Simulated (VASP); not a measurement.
# MgBi2TeO6 (Fm-3m) in VASP: density of states with PBE

Aim: the density of states of MgBi2TeO6 with PBE.

Everything below comes from runs of VASP 6.6.1. Logs are shortened: lines on timing, memory, paths and dates and some standing lists are left out, and cuts for length are marked.

### 1 The cell of the first run

The structure is cubic, space group Fm-3m (No. 225). Conventional cell: a = 8.167 Å, b = 8.167 Å, c = 8.167 Å, α = 90.00°, β = 90.00°, γ = 90.00°. Within 2.6 Å of O (site symmetry 4mm) lie 1 Te at 1.95 Å and 1 Mg at 2.13 Å. Within 3.8 Å of Bi (site symmetry -43m) lie 12 O at 2.89 Å and 4 Te at 3.54 Å and 4 Mg at 3.54 Å. Te (site symmetry m-3m) has 6 O at 1.95 Å within 2.6 Å. Mg (site symmetry m-3m) has 6 O at 2.13 Å within 2.8 Å.

### 2 Density of states, PBE

Input file POSCAR:

```
MgBi2TeO6
1.0
    0.0000000000      4.0837030000      4.0837030000
    4.0837030000      0.0000000000      4.0837030000
    4.0837030000      4.0837030000      0.0000000000
O Bi Te Mg
6 2 1 1
Direct
    0.7392000000      0.2608000000      0.2608000000
    0.2608000000      0.7392000000      0.2608000000
    0.2608000000      0.7392000000      0.7392000000
    0.7392000000      0.2608000000      0.7392000000
    0.2608000000      0.2608000000      0.7392000000
    0.7392000000      0.7392000000      0.2608000000
    0.2500000000      0.2500000000      0.2500000000
    0.7500000000      0.7500000000      0.7500000000
    0.5000000000      0.5000000000      0.5000000000
    0.0000000000      0.0000000000      0.0000000000
```

Input file INCAR.step1:

```
SYSTEM = MgBi2TeO6
ALGO = Normal
EDIFF = 1E-7
ENCUT = 520
GGA = PE
ISIF = 2
ISMEAR = 0
LASPH = .True.
LCHARG = .True.
LREAL = .False.
LWAVE = .False.
NBANDS = 48
NELM = 80
PREC = Accurate
SIGMA = 0.1029
```

Input file KPOINTS.step1:

```
k-points
0
Gamma
  7 7 7
  0 0 0
```

Input file INCAR.step2:

```
SYSTEM = MgBi2TeO6
ALGO = Normal
EDIFF = 1E-7
ENCUT = 520
GGA = PE
ICHARG = 11
ISIF = 2
ISMEAR = -5
LASPH = .True.
LCHARG = .False.
LORBIT = 10
LREAL = .False.
LWAVE = .False.
NEDOS = 1001
NELM = 80
PREC = Accurate
SIGMA = 0.1029
```

Input file KPOINTS.step2:

```
k-points
0
Gamma
  11 11 11
  0 0 0
```

Potentials or basis: VASP PAW PBE potentials, release 64 (O, Bi_d, Te, Mg).

Started as:

```
$ cat potpaw_PBE.64/O/POTCAR potpaw_PBE.64/Bi_d/POTCAR potpaw_PBE.64/Te/POTCAR potpaw_PBE.64/Mg/POTCAR > POTCAR
$ cp INCAR.step1 INCAR
$ cp KPOINTS.step1 KPOINTS
$ mpirun -np 1 vasp_std > vasp.out
$ cp INCAR.step2 INCAR
$ cp KPOINTS.step2 KPOINTS
$ mpirun -np 1 vasp_std > vasp.out
```

OUTCAR:

```text
SYSTEM = MgBi2TeO6
   EDIFF = 1E-7
   ENCUT = 520
   GGA = PE
   ICHARG = 11
   ISIF = 2
   ISMEAR = -5
   LASPH = .True.
   LORBIT = 10
   LREAL = .False.
   NELM = 80
   PREC = Accurate

 ion  position               nearest neighbor table
   1  0.739  0.261  0.261-   9 1.95  10 2.13   7 2.89   7 2.89   8 2.89   8 2.89
   2  0.261  0.739  0.261-   9 1.95  10 2.13   7 2.89   7 2.89   8 2.89   8 2.89
   3  0.261  0.739  0.739-   9 1.95  10 2.13   8 2.89   7 2.89   7 2.89   8 2.89
   4  0.739  0.261  0.739-   9 1.95  10 2.13   8 2.89   7 2.89   7 2.89   8 2.89
   5  0.261  0.261  0.739-   9 1.95  10 2.13   7 2.89   7 2.89   8 2.89   8 2.89
   6  0.739  0.739  0.261-   9 1.95  10 2.13   8 2.89   7 2.89   7 2.89   8 2.89
   7  0.250  0.250  0.250-   1 2.89   2 2.89   3 2.89   4 2.89   2 2.89   3 2.89   1 2.89   4 2.89
                             6 2.89   5 2.89   5 2.89   6 2.89   9 3.54  10 3.54  10 3.54   9 3.54
   8  0.750  0.750  0.750-   2 2.89   3 2.89   1 2.89   4 2.89   1 2.89   2 2.89   3 2.89   4 2.89
                             6 2.89   5 2.89   5 2.89   6 2.89   9 3.54   9 3.54   9 3.54   9 3.54
   9  0.500  0.500  0.500-   1 1.95   2 1.95   3 1.95   4 1.95   5 1.95   6 1.95   7 3.54   7 3.54
                             7 3.54   7 3.54   8 3.54   8 3.54   8 3.54   8 3.54
  10  0.000  0.000  0.000-   1 2.13   2 2.13   3 2.13   4 2.13   5 2.13   6 2.13   8 3.54   8 3.54
                             8 3.54   7 3.54   8 3.54   7 3.54   7 3.54   7 3.54

  LATTYP: Found a face centered cubic cell.
 ALAT       =     8.1674060000

  Lattice vectors:

 A1 = (   0.0000000000,   4.0837030000,   4.0837030000)
 A2 = (   4.0837030000,   0.0000000000,   4.0837030000)
 A3 = (   4.0837030000,   4.0837030000,   0.0000000000)

Analysis of symmetry for initial positions (statically):
=====================================================================
 Subroutine PRICEL returns:
 Original cell was already a primitive cell.

 Routine SETGRP: Setting up the symmetry group for a
 face centered cubic supercell.

 Subroutine GETGRP returns: Found 48 space group operations
 (whereof 48 operations were pure point group operations)
 out of a pool of 48 trial point group operations.

The static configuration has the point symmetry O_h .

Analysis of symmetry for dynamics (positions and initial velocities):
=====================================================================
 Subroutine PRICEL returns:
 Original cell was already a primitive cell.

 Routine SETGRP: Setting up the symmetry group for a
 face centered cubic supercell.

 Subroutine GETGRP returns: Found 48 space group operations
 (whereof 48 operations were pure point group operations)
 out of a pool of 48 trial point group operations.

The dynamic configuration has the point symmetry O_h .

 Subroutine INISYM returns: Found 48 space group operations
 (whereof 48 operations are pure point group operations),
 and found     1 'primitive' translations

----------------------------------------------------------------------------------------

                                     Primitive cell

  volume of cell :     136.2048

  direct lattice vectors                    reciprocal lattice vectors
     0.000000000  4.083703000  4.083703000    -0.122437895  0.122437895  0.122437895
     4.083703000  0.000000000  4.083703000     0.122437895 -0.122437895  0.122437895
     4.083703000  4.083703000  0.000000000     0.122437895  0.122437895 -0.122437895

  length of vectors
     5.775228167  5.775228167  5.775228167     0.212068655  0.212068655  0.212068655

  position of ions in fractional coordinates (direct lattice)
     0.739200000  0.260800000  0.260800000
     0.260800000  0.739200000  0.260800000
     0.260800000  0.739200000  0.739200000
     0.739200000  0.260800000  0.739200000
     0.260800000  0.260800000  0.739200000
     0.739200000  0.739200000  0.260800000
     0.250000000  0.250000000  0.250000000
     0.750000000  0.750000000  0.750000000
     0.500000000  0.500000000  0.500000000
     0.000000000  0.000000000  0.000000000

  ion indices of the primitive-cell ions
   primitive index   ion index
                 1           1
                 2           2
                 3           3
                 4           4
                 5           5
                 6           6
                 7           7
                 8           8
                 9           9
                10          10

----------------------------------------------------------------------------------------

 KPOINTS: k-points

Automatic generation of k-mesh.
 Grid dimensions read from file:
 generate k-points for:   11   11   11

 Generating k-lattice:

  Cartesian coordinates                     Fractional coordinates (reciprocal lattice)
    -0.011130718  0.011130718  0.011130718     0.090909091  0.000000000  0.000000000
     0.011130718 -0.011130718  0.011130718     0.000000000  0.090909091  0.000000000
     0.011130718  0.011130718 -0.011130718     0.000000000  0.000000000  0.090909091

  Length of vectors
     0.019278969  0.019278969  0.019278969

  Shift w.r.t. Gamma in fractional coordinates (k-lattice)
     0.000000000  0.000000000  0.000000000

 TETIRR: Found    201 inequivalent tetrahedra from     7986

 Subroutine IBZKPT returns following result:
 ===========================================

 Found     56 irreducible k-points:

 Following reciprocal coordinates:
            Coordinates               Weight
  0.000000  0.000000  0.000000      1.000000
  0.090909  0.000000  0.000000      8.000000
  0.181818  0.000000  0.000000      8.000000
  0.272727  0.000000  0.000000      8.000000
  0.363636  0.000000  0.000000      8.000000
  0.454545  0.000000  0.000000      8.000000
[... 16 lines left out ...]
 -0.272727  0.181818  0.000000     24.000000
 -0.181818  0.181818  0.000000     12.000000
 [... further k-points ...]
   k-points           NKPTS =     56   k-points in BZ     NKDIM =     56   number of bands    NBANDS=     44
   number of dos      NEDOS =   1001   number of ions     NIONS =     10
   total plane-waves  NPLWV = 110592
   dimension x,y,z NGX =    48 NGY =   48 NGZ =   48
   dimension x,y,z NGXF=    96 NGYF=   96 NGZF=   96
   ions per type =               6   2   1   1
   NGX,Y,Z   is equivalent  to a cutoff of  13.82, 13.82, 13.82 a.u.
   NGXF,Y,Z  is equivalent  to a cutoff of  27.63, 27.63, 27.63 a.u.
 SYSTEM =  MgBi2TeO6
   PREC   = accura    normal or accurate (medium, high low for compatibility)
   ISTART =      0    job   : 0-new  1-cont  2-samecut
   ICHARG =     11    charge: 1-file 2-atom 10-const
   ISPIN  =      1    spin polarized calculation?
   LNONCOLLINEAR =      F non collinear calculations
   LSORBIT =      F    spin-orbit coupling
   LASPH  =      T    aspherical Exc in radial PAW
   ENCUT  =  520.0 eV  38.22 Ry    6.18 a.u.  10.74 10.74 10.74*2*pi/ulx,y,z
   NELM   =     80;   NELMIN=  2; NELMDL=  0     # of ELM steps
   EDIFF  = 0.1E-06   stopping-criterion for ELM
   LREAL  =      F    real-space projection
   EDIFFG = 0.1E-05   stopping-criterion for IOM
   NSW    =      0    number of steps for IOM
   IBRION =     -1    ionic relax: 0-MD 1-quasi-New 2-CG
   NFREE  =      0    steps in history (QN), initial steepest desc. (CG)
   ISIF   =      2    stress and relaxation
   ISYM   =      2    0-nonsym 1-usesym 2-fastsym
   POTIM  = 0.5000    time-step for ionic-motion
   TEBEG  =    0.0;   TEEND  =   0.0 temperature during run
   PSTRESS=    0.0 pullay stress
   NELECT =      74.0000    total number of electrons
   NUPDOWN=      -1.0000    fix difference up-down
   EMIN   =  10.00;   EMAX   =-10.00  energy-range for DOS
   EFERMI =   0.00;   METHOD = LEGACY
   ISMEAR =    -5;   SIGMA  =   0.10  broadening in eV -4-tet -1-fermi 0-gaus
   EFERMI_NEDOS =   21; number of points for ismear=-14 and -15
   IALGO  =     38    algorithm
   IMIX   =      4    mixing-type and parameters
     AMIX     =   0.40;   BMIX     =  1.00
     AMIX_MAG =   1.60;   BMIX_MAG =  1.00
  volume/ion in A,a.u.               =      13.62        91.92
  Fermi-wavevector in a.u.,A,eV,Ry     =   1.335840  2.524372 24.279184  1.784470
  Thomas-Fermi vector in A             =   2.464513
   LORBIT       =     10    0 simple, 1 ext, 2 COOP (PROOUT), +10 PAW based schemes
   GGA     = PE    functional components
   LHFCALC =     F    Hartree Fock is set to
   AEXX    =    0.0000 exact exchange contribution
   IVDW    =     0    specifies the selected vdW correction
   LEPSILON=     F    determine dielectric tensor
   LRPA    =     F    only Hartree local field effects (RPA)
 non-spin polarized calculation
 Fermi weights with tetrahedron method with Bloechl corrections
  energy-cutoff  :      520.00
  volume of cell :      136.20
 maximum number of plane-waves:      3695
 NGX is ok and might be reduce to    48

 number of electron      73.9999990 magnetization

 Free energy of the ion-electron system (eV)
  ---------------------------------------------------
  ext. energy  EPLUGINS =         0.00000000
  ---------------------------------------------------
  free energy    TOTEN  =       -53.02782241 eV

  energy without entropy =      -53.02782241  energy(sigma->0) =      -53.02782241

 E-fermi :   8.3195     XC(G=0): -10.9922

 val. band max:        8.3266562828   @ k =  -0.1818   0.2727   0.0909
 cond. band min:       8.3084384578   @ k =  -0.3636   0.0909   0.0000
 fundamental gap:     -0.0182178250
 Fermi energy:         8.3195221390

 k-point     1 :       0.0000    0.0000    0.0000
  band No.  band energies     occupation
      1     -16.1542      2.00000
      2     -16.1542      2.00000
      3     -16.1542      2.00000
      4     -16.1495      2.00000
      5     -16.1495      2.00000
      6     -16.1159      2.00000
[... 36 lines left out ...]
     43      10.6535      0.00000
     44      12.5527      0.00000

 k-point     2 :       0.0909    0.0000    0.0000
  band No.  band energies     occupation
      1     -16.1536      2.00000
      2     -16.1531      2.00000
      3     -16.1531      2.00000
      4     -16.1484      2.00000
      5     -16.1484      2.00000
      6     -16.1163      2.00000
[... 36 lines left out ...]
     43      10.5843      0.00000
     44      12.6429      0.00000

 k-point     3 :       0.1818    0.0000    0.0000
  band No.  band energies     occupation
      1     -16.1519      2.00000
      2     -16.1499      2.00000
      3     -16.1499      2.00000
      4     -16.1451      2.00000
      5     -16.1451      2.00000
      6     -16.1178      2.00000
[... 36 lines left out ...]
     43      10.4108      0.00000
     44      12.7020      0.00000

 k-point     4 :       0.2727    0.0000    0.0000
  band No.  band energies     occupation
      1     -16.1488      2.00000
      2     -16.1451      2.00000
      3     -16.1451      2.00000
      4     -16.1401      2.00000
      5     -16.1401      2.00000
      6     -16.1205      2.00000
[... 882 lines left out ...]
     43      10.1100      0.00000
     44      12.8061      0.00000

 k-point    23 :      -0.2727    0.1818    0.0000
  band No.  band energies     occupation
      1     -16.1480      2.00000
      2     -16.1416      2.00000
      3     -16.1388      2.00000
      4     -16.1333      2.00000
      5     -16.1290      2.00000
      6     -16.1280      2.00000
[... 36 lines left out ...]
     43      10.1897      0.00000
     44      12.8362      0.00000

 k-point    24 :      -0.1818    0.1818    0.0000
  band No.  band energies     occupation
      1     -16.1505      2.00000
      2     -16.1459      2.00000
      3     -16.1423      2.00000
      4     -16.1391      2.00000
      5     -16.1356      2.00000
      6     -16.1237      2.00000
[... 36 lines left out ...]
     43      10.2613      0.00000
     44      12.8092      0.00000

 [... further k-points ...]
[... 5 lines left out ...]
  --------------------------------------------------------------------------------------
  -------------------------------------------------------------------------------------
  Total       -0.5426729     -0.5426729     -0.5426729     -0.0000000      0.0000000      0.0000000
  in kB       -6.3834615     -6.3834615     -6.3834615     -0.0000000      0.0000000      0.0000000
  external PRESSURE =      -6.3834615 kB  Pullay stress =       0.0000000 kB

 VOLUME and BASIS-vectors are now :
 -----------------------------------------------------------------------------
  energy-cutoff  :      520.00
  volume of cell :      136.20
      direct lattice vectors                 reciprocal lattice vectors
     0.000000000  4.083703000  4.083703000    -0.122437895  0.122437895  0.122437895
     4.083703000  0.000000000  4.083703000     0.122437895 -0.122437895  0.122437895
     4.083703000  4.083703000  0.000000000     0.122437895  0.122437895 -0.122437895

 POSITION                                       TOTAL-FORCE (eV/Angst)
 -----------------------------------------------------------------------------------
      2.13006      4.08370      4.08370        -0.757155      0.000000     -0.000000
      4.08370      2.13006      4.08370         0.000000     -0.757155     -0.000000
      6.03735      4.08370      4.08370         0.757155      0.000000     -0.000000
      4.08370      6.03735      4.08370         0.000000      0.757155     -0.000000
      4.08370      4.08370      2.13006         0.000000      0.000000     -0.757155
      4.08370      4.08370      6.03735         0.000000      0.000000      0.757155
      2.04185      2.04185      2.04185        -0.000000     -0.000000     -0.000000
      6.12555      6.12555      6.12555         0.000000      0.000000      0.000000
      4.08370      4.08370      4.08370         0.000000      0.000000      0.000000
      0.00000      0.00000      0.00000         0.000000      0.000000     -0.000000
 -----------------------------------------------------------------------------------
    total drift:                               -0.000000     -0.000000      0.000000

  FREE ENERGIE OF THE ION-ELECTRON SYSTEM (eV)
  ---------------------------------------------------
  free  energy   TOTEN  =       -53.0278224116 eV

  energy  without entropy=      -53.0278224116  energy(sigma->0) =      -53.02782241

 total charge

# of ion       s       p       d       tot
------------------------------------------
    1        1.590   3.405   0.000   4.994
    2        1.590   3.405   0.000   4.994
    3        1.590   3.405   0.000   4.994
    4        1.590   3.405   0.000   4.994
    5        1.590   3.405   0.000   4.994
    6        1.590   3.405   0.000   4.994
    7        1.642   0.873   9.939  12.454
    8        1.642   0.873   9.939  12.454
    9        1.235   1.529   0.491   3.254
   10        0.125   0.129   0.057   0.312
--------------------------------------------------
tot         14.183  23.833  20.426  58.441
```

It took 5.4 min on 1 thread of Intel Xeon Platinum 8488C (Sapphire Rapids), shared host; peak memory 0.51 GiB.

What came out:

* Valence electrons inside the program's atomic spheres: O 4.99; Bi 12.45; Te 3.25; Mg 0.31

Caveat: spin-orbit coupling is left out, which moves the levels of the heavy elements; tetrahedron occupations give inexact forces and stress in metals.
